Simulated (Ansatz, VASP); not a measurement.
# SnSe2 in VASP and in Ansatz

```
CELL_PARAMETERS angstrom
3.91841 0.00000 0.00000
-1.95920 3.39344 0.00000
0.00000 0.00000 5.80517
ATOMIC_POSITIONS crystal
Sn 0.00000 0.00000 0.00000
Se 0.33333 0.66667 0.25000
Se 0.66667 0.33333 0.75000
```

Alike in both runs: task single point; functional PBE; dispersion D3(BJ); k mesh 9 × 9 × 6; occupations gaussian, width 0.05 eV; no spin polarisation.

|  | VASP | Ansatz |
| --- | --- | --- |
| version | VASP 6.6.1 | Ansatz 0.2.0 |
| potentials or method | VASP PAW PBE potentials, release 64 (Sn_d, Se), cutoff 520 eV | scalar-relativistic, plane waves, PAW |
| valence electrons in the cell | 26 | 46 |

VASP gave:

- gap on the k mesh at the Fermi level (eV): 0.15
- least direct gap on the mesh (eV): 0.15
- pressure (GPa): 2.8
- traceless stress, the component that is largest in VASP (GPa): 3.22
- rms of the force components (eV/Å): 0.518

**Question.** What did Ansatz give for the same quantities?

**Answer.** gap on the k mesh at the Fermi level (eV): 0.16; least direct gap on the mesh (eV): 0.16; pressure (GPa): 2.7; traceless stress, the component that is largest in VASP (GPa): 3.24; rms of the force components (eV/Å): 0.512.

Atom by atom the forces differ by 0.007 eV/Å (rms over components). VASP's potentials hold 26 valence electrons a cell and Ansatz's 46, so a difference there can come from the potentials and not from the codes.
